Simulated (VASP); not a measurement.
Write the native input for VASP 6.6.1 that does the following.

| Item | Value |
| --- | --- |
| Task | single point |
| Functional | revPBE |
| Potentials or basis | VASP PAW PBE potentials, release 64 (Mg, O) |
| Cutoff | 520 eV |
| k mesh | 10 × 10 × 10 |
| Occupations | gaussian, width 0.05 eV |
| Spin | no spin polarisation |
| Dipole correction | no |
| Further INCAR settings | ALGO = Normal; EDIFF = 1e-07; NBANDS = 11 |

The structure of MgO lies in POSCAR:

```
MgO
1.0
    0.0000000000      2.1582741770      2.1582741770
    2.1582741770      0.0000000000      2.1582741770
    2.1582741770      2.1582741770      0.0000000000
Mg O
1 1
Direct
    0.0000000000      0.0000000000      0.0000000000
    0.5000000000      0.5000000000      0.5000000000
```

This cell differs from its parent crystal: volume scaled by 1.02.

The input as run:

INCAR

```
SYSTEM = MgO
  PREC = Accurate
  ENCUT = 520
  EDIFF = 1E-7
  ISMEAR = 0
  SIGMA = 0.05
  LREAL = .FALSE.
  LASPH = .TRUE.
  NELM = 80
  ALGO = Normal
  ISIF = 2
  LWAVE = .FALSE.
  LCHARG = .FALSE.
  GGA = RE
  NBANDS = 11
```

KPOINTS

```
Automatic mesh
0
G
  10 10 10
  0 0 0
```

Potentials or basis: VASP PAW PBE potentials, release 64 (Mg, O).

Launch:

```bash
$ cat potpaw_PBE.64/Mg/POTCAR potpaw_PBE.64/O/POTCAR > POTCAR
$ mpirun -np 1 vasp_std > vasp.out
```

It gave:

```json
{
 "Pressure": "-3.5 GPa",
 "Band gap on the k mesh": "4.13 eV, direct"
}
```

Caveat: the PAW data sets were made with another functional, which shifts forces and pressure a little.

Run time: 6.5 s on 1 thread of Intel(R) Xeon(R) Platinum 8488C (Sapphire Rapids), on a shared host, peak memory 0.14 GiB.
